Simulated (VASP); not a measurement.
The system is TePb.

```
CELL_PARAMETERS angstrom
0.00000 3.29437 3.29437
3.29437 0.00000 3.29437
3.29437 3.29437 0.00000
ATOMIC_POSITIONS crystal
Pb 0.00000 0.00000 0.00000
Te 0.50000 0.50000 0.50000
```

Base run:

```yaml
Program: VASP 6.6.1
Functional: PBEsol
Dispersion: D3(BJ)
Potentials_or_basis: VASP PAW PBE potentials, release 64 (Pb_d, Te)
Cutoff: 520 eV
k_mesh: 7 × 7 × 7
Occupations: fermi-dirac, width 0.05 eV
Spin: no spin polarisation
```

Its results: pressure -4.0 GPa.

Problem. The run is repeated on the same cell with these changes: functional from PBEsol to BLYP. What comes out?

Solution. Pressure -0.8 GPa.

BLYP binds less tightly than PBEsol, so the same cell stands under more pressure.

Caveats: the PAW data sets were made with another functional, which shifts forces and pressure a little.
